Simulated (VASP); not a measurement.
Wanted: the native input for a VASP 6.6.1 run.

| Property | Result |
| --- | --- |
| Task | single point |
| Functional | LDA |
| Potentials or basis | VASP PAW LDA potentials, release 64 (Ta_pv, N) |
| Cutoff | 520 eV |
| k mesh | 18 × 18 × 18 |
| Occupations | gaussian, width 0.15 eV |
| Spin | no spin polarisation |
| Dipole correction | no |
| Further INCAR settings | ALGO = Normal; EDIFF = 1e-07; NBANDS = 15 |

The structure of TaN lies in POSCAR:

```
TaN
1.0
    0.0000000000      2.1453515913      2.1742693740
    2.1453515913      0.0000000000      2.1742693740
    2.1453515913      2.1453515913      0.0000000000
Ta N
1 1
Direct
    0.5000000000      0.5000000000      0.5000000000
    0.0000000000      0.0000000000      0.0000000000
```

One way to write it, as run:

INCAR

```
PREC = Accurate ; ENCUT = 520
EDIFF = 1E-7 ; ISMEAR = 0
SIGMA = 0.15 ; LREAL = False
LASPH = True ; NELM = 100
ALGO = Normal ; ISIF = 2
LWAVE = False ; LCHARG = False
GGA = CA ; NBANDS = 15
```

KPOINTS

```
Automatic mesh
0
Gamma
  18 18 18
```

Potentials or basis: VASP PAW LDA potentials, release 64 (Ta_pv, N).

Launch:

```bash
$ cat potpaw_LDA.64/Ta_pv/POTCAR potpaw_LDA.64/N/POTCAR > POTCAR
$ mpirun -np 1 vasp_std > vasp.out
```

Results of the run:

```yaml
Pressure: 13.1 GPa
Band_gap_on_the_k_mesh: zero (bands 8 and 9 overlap by 4.27 eV)
```

Caveat: the stress differs along the axes, from 6 to 17 GPa; spin-orbit coupling is left out, which moves the levels of the heavy elements.

It took 2.9 min on 1 thread of Intel Xeon 8259CL, on a shared host, peak memory 0.25 GiB.
